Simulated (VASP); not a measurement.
# Ni (Fm-3m) in VASP: notebook

The runs below take Ni through single point, with PBE.

All numbers are computed with VASP 6.6.1; they aren't measurements. Logs are shortened: lines on timing, memory, paths and dates and some standing lists are left out, and cuts for length are marked.

## Step 1: The cell of the first run

It takes space group Fm-3m (No. 225, cubic). The conventional cell has a = 4.076 Å, b = 4.076 Å, c = 4.076 Å, α = 90.00°, β = 90.00°, γ = 90.00°. Ni (site symmetry m-3m) has 12 Ni at 2.88 Å within 3.8 Å.

## Step 2: Single point, PBE, collinear spin, ferromagnetic start

The input, INCAR:

```
  ALGO = Normal
  EDIFF = 1E-6
  ENCUT = 520
  GGA = PE
  ISIF = 2
  ISMEAR = 0
  ISPIN = 2
  LASPH = True
  LCHARG = False
  LMAXMIX = 4
  LORBIT = 11
  LREAL = False
  LWAVE = False
  MAGMOM = 2
  NBANDS = 15
  NELM = 150
  PREC = Accurate
  SIGMA = 0.1
```

The input, KPOINTS:

```
k-points
0
Gamma
  8 8 8
```

The input, POSCAR:

```
Ni
1.0
    0.0000000000      2.0380891353      2.0380891353
    2.0380891353      0.0000000000      2.0380891353
    2.0380891353      2.0380891353      0.0000000000
Ni
1
Direct
    0.0000000000      0.0000000000      0.0000000000
```

Potentials or basis: VASP PAW PBE potentials, release 64 (Ni).

The run is started by

```bash
$ cat potpaw_PBE.64/Ni/POTCAR > POTCAR
$ mpirun -np 1 vasp_std > vasp.out
```

OUTCAR:

```text
EDIFF = 1E-6
   ENCUT = 520
   GGA = PE
   ISIF = 2
   ISMEAR = 0
   ISPIN = 2
   LASPH = True
   LORBIT = 11
   LREAL = False
   NELM = 150
   PREC = Accurate

 ion  position               nearest neighbor table
   1  0.000  0.000  0.000-

  LATTYP: Found a face centered cubic cell.
 ALAT       =     4.0761782706

  Lattice vectors:

 A1 = (   0.0000000000,   2.0380891353,   2.0380891353)
 A2 = (   2.0380891353,   0.0000000000,   2.0380891353)
 A3 = (   2.0380891353,   2.0380891353,   0.0000000000)

Analysis of symmetry for initial positions (statically):
=====================================================================
 Subroutine PRICEL returns:
 Original cell was already a primitive cell.

 Routine SETGRP: Setting up the symmetry group for a
 face centered cubic supercell.

 Subroutine GETGRP returns: Found 48 space group operations
 (whereof 48 operations were pure point group operations)
 out of a pool of 48 trial point group operations.

The static configuration has the point symmetry O_h .

Analysis of symmetry for dynamics (positions and initial velocities):
=====================================================================
 Subroutine PRICEL returns:
 Original cell was already a primitive cell.

 Routine SETGRP: Setting up the symmetry group for a
 face centered cubic supercell.

 Subroutine GETGRP returns: Found 48 space group operations
 (whereof 48 operations were pure point group operations)
 out of a pool of 48 trial point group operations.

The dynamic configuration has the point symmetry O_h .

Analysis of structural, dynamic, and magnetic symmetry:
=====================================================================
 Subroutine PRICEL returns:
 Original cell was already a primitive cell.

 Routine SETGRP: Setting up the symmetry group for a
 face centered cubic supercell.

 Subroutine GETGRP returns: Found 48 space group operations
 (whereof 48 operations were pure point group operations)
 out of a pool of 48 trial point group operations.

The overall configuration has the point symmetry O_h .

 Subroutine INISYM returns: Found 48 space group operations
 (whereof 48 operations are pure point group operations),
 and found     1 'primitive' translations

----------------------------------------------------------------------------------------

                                     Primitive cell

  volume of cell :      16.9317

  direct lattice vectors                    reciprocal lattice vectors
     0.000000000  2.038089135  2.038089135    -0.245327837  0.245327837  0.245327837
     2.038089135  0.000000000  2.038089135     0.245327837 -0.245327837  0.245327837
     2.038089135  2.038089135  0.000000000     0.245327837  0.245327837 -0.245327837

[... 117 lines left out ...]
 NGX is ok and might be reduce to    24

 number of electron      10.0000001 magnetization       0.6832798

 Free energy of the ion-electron system (eV)
  ---------------------------------------------------
  ext. energy  EPLUGINS =         0.00000000
  ---------------------------------------------------
  free energy    TOTEN  =        -4.62697731 eV

  energy without entropy =       -4.61069556  energy(sigma->0) =       -4.61883644

 E-fermi :   4.4565     XC(G=0): -10.8420

 val. band max:        4.4510389535   @ k =   0.3750   0.2500   0.0000
 cond. band min:       4.4782958982   @ k =   0.5000   0.3750   0.1250
 fundamental gap:      0.0272569448
 Fermi energy:         4.4565407205

 spin component 1

 k-point     1 :       0.0000    0.0000    0.0000
  band No.  band energies     occupation
      1      -1.9476      1.00000
      2       2.7582      1.00000
      3       2.7582      1.00000
      4       2.7582      1.00000
      5       3.4448      1.00000
      6       3.4449      1.00000
      7      24.3558      0.00000
      8      25.0533      0.00000
      9      25.0533      0.00000
     10      25.0533      0.00000
     11      27.5529      0.00000
     12      27.5529      0.00000
     13      27.5529      0.00000
     14      30.6929      0.00000
[... 403 lines left out ...]
      4       3.1577      1.00000
      5       3.6702      1.00000
      6       6.9981      0.00000
      7       8.0666      0.00000
      8      16.3396      0.00000
      9      16.6648      0.00000
     10      24.1366      0.00000
     11      27.1227      0.00000
     12      33.5466      0.00000
     13      34.1614      0.00000
     14      34.3772      0.00000
     15      35.9701      0.00000

 [... further k-points ...]

 spin component 2

 k-point     1 :       0.0000    0.0000    0.0000
  band No.  band energies     occupation
      1      -2.0202      1.00000
      2       3.6068      1.00000
      3       3.6068      1.00000
      4       3.6068      1.00000
      5       4.0476      1.00000
      6       4.0476      1.00000
      7      24.1031      0.00000
      8      25.0792      0.00000
      9      25.0792      0.00000
     10      25.0792      0.00000
     11      27.5921      0.00000
     12      27.5921      0.00000
     13      27.5921      0.00000
     14      30.5301      0.00000
[... 403 lines left out ...]
      4       3.8173      1.00000
      5       4.5104      0.22295
      6       7.1371      0.00000
      7       8.3695      0.00000
      8      16.4074      0.00000
      9      16.6668      0.00000
     10      24.0968      0.00000
     11      27.1037      0.00000
     12      33.4365      0.00000
     13      34.1663      0.00000
     14      34.3907      0.00000
     15      35.9832      0.00000

 [... further k-points ...]
[... 5 lines left out ...]
  --------------------------------------------------------------------------------------
  -------------------------------------------------------------------------------------
  Total       -3.0318839     -3.0318839     -3.0318839     -0.0000000      0.0000000      0.0000000
  in kB     -286.8954272   -286.8954272   -286.8954272     -0.0000000      0.0000000      0.0000000
  external PRESSURE =    -286.8954272 kB  Pullay stress =       0.0000000 kB

 VOLUME and BASIS-vectors are now :
 -----------------------------------------------------------------------------
  energy-cutoff  :      520.00
  volume of cell :       16.93
      direct lattice vectors                 reciprocal lattice vectors
     0.000000000  2.038089135  2.038089135    -0.245327837  0.245327837  0.245327837
     2.038089135  0.000000000  2.038089135     0.245327837 -0.245327837  0.245327837
     2.038089135  2.038089135  0.000000000     0.245327837  0.245327837 -0.245327837

 POSITION                                       TOTAL-FORCE (eV/Angst)
 -----------------------------------------------------------------------------------
      0.00000      0.00000      0.00000         0.000000      0.000000      0.000000
 -----------------------------------------------------------------------------------
    total drift:                               -0.000000      0.000000     -0.000000

  FREE ENERGIE OF THE ION-ELECTRON SYSTEM (eV)
  ---------------------------------------------------
  free  energy   TOTEN  =        -4.6269773095 eV

  energy  without entropy=       -4.6106955631  energy(sigma->0) =       -4.61883644

 total charge

# of ion       s       p       d       tot
------------------------------------------
    1        0.358   0.217   8.245   8.820

 magnetization (x)

# of ion       s       p       d       tot
------------------------------------------
    1       -0.008  -0.020   0.763   0.735
```

OSZICAR:

```text
N       E                     dE             d eps       ncg     rms          rms(c)
DAV:   1     0.356280613700E+02    0.35628E+02   -0.45814E+03  1772   0.807E+02
DAV:   2    -0.365455010331E+01   -0.39283E+02   -0.36421E+02  1929   0.152E+02
DAV:   3    -0.536431348563E+01   -0.17098E+01   -0.16908E+01  2125   0.317E+01
DAV:   4    -0.537850449553E+01   -0.14191E-01   -0.14186E-01  2120   0.273E+00
DAV:   5    -0.537882594819E+01   -0.32145E-03   -0.32145E-03  2205   0.382E-01    0.857E+00
DAV:   6    -0.567542682237E+01   -0.29660E+00   -0.19192E+01  2384   0.463E+01    0.116E+01
DAV:   7    -0.462944726861E+01    0.10460E+01   -0.59695E+00  2391   0.219E+01    0.145E+00
DAV:   8    -0.462866208798E+01    0.78518E-03   -0.34961E-02  2207   0.175E+00    0.774E-01
DAV:   9    -0.462776846881E+01    0.89362E-03   -0.75957E-04  2241   0.165E-01    0.277E-01
DAV:  10    -0.462697598612E+01    0.79248E-03   -0.49322E-03  2410   0.451E-01    0.775E-02
DAV:  11    -0.462697789776E+01   -0.19116E-05   -0.14361E-04  2159   0.103E-01    0.438E-02
DAV:  12    -0.462697652864E+01    0.13691E-05   -0.17640E-05  2167   0.315E-02    0.204E-02
DAV:  13    -0.462697730948E+01   -0.78084E-06   -0.18266E-06  1559   0.127E-02
   1 F= -.46269773E+01 E0= -.46188364E+01  d E =-.162817E-01  mag=     0.6832
```

Wall time 18 s (1 thread of Intel Xeon Platinum 8259CL at 2.50GHz (Skylake/Cascade Lake), shared host); peak memory 0.15 GiB.

Results:

```
Free energy                                           : -4.6270 eV
Pressure                                              : -28.7 GPa
Net moment                                            : 0.68 μB per cell
Site moments                                          : Ni +0.73 μB
Valence electrons inside the program's atomic spheres : Ni 8.82
```

Levels at points of the mesh, in eV from the Fermi level:
Spin up:
| k point | band 3 | band 4 | band 5 | band 6 | band 7 | band 8 |
| --- | --- | --- | --- | --- | --- | --- |
| (0.00, 0.00, 0.00) | -1.70 | -1.70 | -1.01 | -1.01 | 19.90 | 20.60 |
| (0.50, 0.00, 0.00) | -1.63 | -0.73 | -0.73 | 0.41 | 3.10 | 17.83 |
| (0.50, 0.50, 0.00) | -0.71 | -0.71 | -0.65 | 2.27 | 5.84 | 11.17 |
Spin down:
```csv
k point,band 3,band 4,band 5,band 6,band 7,band 8
"(0.00, 0.00, 0.00)",-0.85,-0.85,-0.41,-0.41,19.65,20.62
"(0.50, 0.00, 0.00)",-0.95,0.07,0.07,0.29,3.52,17.90
"(0.50, 0.50, 0.00)",-0.03,0.22,0.22,2.17,6.04,11.15
```

## Step 3: Single point, PBE, collinear spin, ferromagnetic start

This run uses another cell than the first one: it holds 4 atoms, not 1.

The input, INCAR:

```
ALGO = Normal
EDIFF = 1E-7
ENCUT = 520
GGA = PE
ISIF = 2
ISMEAR = 0
ISPIN = 2
LASPH = T
LCHARG = F
LMAXMIX = 4
LORBIT = 11
LREAL = F
LWAVE = F
MAGMOM = 0.75 0.75 0.75 0.75
NBANDS = 32
NELM = 150
PREC = Accurate
SIGMA = 0.1
```

The input, KPOINTS:

```
k-points
0
Gamma
  10 10 10
```

The input, POSCAR:

```
Ni
1.0
    3.5184967563      0.0000000000      0.0000000000
    0.0000000000     -3.5184967563      0.0000000000
    0.0000000000      0.0000000000     -3.5184967563
Ni
4
Direct
    0.0000000000      0.5000000000      0.5000000000
    0.5000000000      0.0000000000      0.5000000000
    0.5000000000      0.5000000000      0.0000000000
    0.0000000000      0.0000000000      0.0000000000
```

Potentials or basis: VASP PAW PBE potentials, release 64 (Ni).

The run is started by

```bash
$ cat potpaw_PBE.64/Ni/POTCAR > POTCAR
$ mpirun -np 1 vasp_std > vasp.out
```

It took 3.2 min on 1 thread of Intel Xeon Platinum 8259CL at 2.50GHz (Skylake/Cascade Lake), shared host; peak memory 0.23 GiB.

It converged, with:

| Item | Value |
| --- | --- |
| Free energy | -21.9003 eV |
| Pressure | 0.0 GPa |
| Net moment | 2.55 μB per cell |
| Site moments | Ni +0.65 μB |
| Valence electrons inside the program's atomic spheres | Ni 9.31 |

Levels at points of the mesh, in eV from the Fermi level:
Spin up:
| k point | band 18 | band 19 | band 20 | band 21 | band 22 | band 23 | band 24 | band 25 |
| --- | --- | --- | --- | --- | --- | --- | --- | --- |
| (0.00, 0.00, 0.00) | -0.49 | -0.49 | -0.49 | -0.49 | 2.45 | 2.45 | 2.45 | 9.21 |
| (0.50, 0.00, 0.00) | -1.33 | -0.92 | -0.92 | -0.48 | -0.48 | 7.72 | 7.72 | 7.72 |
| (0.50, 0.50, 0.00) | -1.40 | -1.40 | -1.40 | 0.95 | 0.95 | 0.95 | 0.95 | 11.51 |
| (0.50, 0.50, 0.50) | -0.61 | -0.61 | -0.61 | -0.29 | -0.29 | -0.29 | -0.29 | 5.65 |
Spin down:
| k point | band 16 | band 17 | band 18 | band 19 | band 20 | band 21 |
| --- | --- | --- | --- | --- | --- | --- |
| (0.00, 0.00, 0.00) | 0.39 | 0.39 | 0.39 | 0.39 | 0.39 | 0.39 |
| (0.50, 0.00, 0.00) | -0.81 | -0.76 | -0.76 | -0.31 | -0.31 | 0.39 |
| (0.50, 0.50, 0.00) | -1.13 | -0.58 | -0.58 | -0.58 | -0.58 | 1.53 |
| (0.50, 0.50, 0.50) | -0.35 | 0.15 | 0.15 | 0.15 | 0.15 | 0.15 |
